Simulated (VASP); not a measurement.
A run of VASP 6.6.1 is set up as follows.

INCAR

```
SYSTEM = W
  PREC = Accurate
  ENCUT = 520
  EDIFF = 1E-7
  ISMEAR = -1
  SIGMA = 0.08
  LREAL = .False.
  LASPH = .True.
  NELM = 60
  ALGO = Normal
  ISIF = 2
  LWAVE = .False.
  LCHARG = .True.
  GGA = PS
  LELF = .True.
  LVHAR = .True.
  NBANDS = 13
```

The input KPOINTS:

```
Automatic mesh
0
Gamma
  24 24 24
  0 0 0
```

POSCAR

```
W
1.0
   -1.5617636313      1.5617636313      1.5617636313
    1.5617636313     -1.5617636313      1.5617636313
    1.5617636313      1.5617636313     -1.5617636313
W
1
Direct
    0.0000000000      0.0000000000      0.0000000000
```

Potentials or basis: VASP PAW PBE potentials, release 64 (W_sv).

Command:

```sh
$ cat potpaw_PBE.64/W_sv/POTCAR > POTCAR
$ mpirun -np 1 vasp_std > vasp.out
```

Problem. Estimate the band gap on the k mesh.

Solution. Zero (band 7 reaches 17.33 eV, above the bottom of band 8 at 10.55 eV).

Problem. Predict the pressure.

Solution. 10.8 GPa.

Caveat: the PAW data sets were made with another functional, which shifts forces and pressure a little; spin-orbit coupling is left out, which moves the levels of the heavy elements.
